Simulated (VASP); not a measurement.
Input of a VASP 6.6.1 run:

File INCAR:

```
  ALGO = Normal
  EDIFF = 1E-6
  ENCUT = 520
  GGA = RE
  ISIF = 2
  ISMEAR = -1
  IVDW = 12
  LASPH = True
  LCHARG = True
  LELF = True
  LREAL = False
  LVHAR = True
  LWAVE = False
  NBANDS = 21
  NELM = 100
  PREC = Accurate
  SIGMA = 0.05
```

The input KPOINTS:

```
k-points
0
Gamma
  8 8 8
```

File POSCAR:

```
Ge
1.0
    0.0000000000      2.8476450493      2.8476450493
    2.8476450493      0.0000000000      2.8476450493
    2.8476450493      2.8476450493      0.0000000000
Ge
2
Direct
    0.7500000000      0.7500000000      0.7500000000
    0.5000000000      0.5000000000      0.5000000000
```

Potentials or basis: VASP PAW PBE potentials, release 64 (Ge_d).

The run is started by

```sh
$ cat potpaw_PBE.64/Ge_d/POTCAR > POTCAR
$ mpirun -np 1 vasp_std > vasp.out
```

(1) Predict the band gap on the k mesh.

(2) Predict the pressure.

(3) What does it give for the dispersion energy per atom?

## Answers

(1) zero (filled and empty bands touch).

(2) -0.7 GPa.

(3) -0.558 eV.

Caveat: the PAW data sets were made with another functional, which shifts forces and pressure a little; pairwise dispersion overbinds metals, which lowers pressure and volume.

**Measured values to compare with.**

From “Temperature-dependent photoluminescence in Ge: experiment and theory”, 2020, arxiv:2003.00143, for a bulk crystal of Ge at 0 K: band gap 0.744 eV (indirect).

A measured gap of Ge is 0.744 eV (indirect; 0 K; “Temperature-dependent photoluminescence in Ge: experiment and theory”, 2020, arxiv:2003.00143); the calculated 0.00 eV misses it by -0.74 eV. 3 values of this kind are on record (0.666 to 0.807 eV); this one was drawn at random among those near their median. Spin-orbit coupling on Ge is left out. The value is that of revPBE+D3(BJ) on a finite k mesh, which can miss the band edges, without temperature or zero-point motion. Semilocal functionals fall short of measured gaps as a rule.
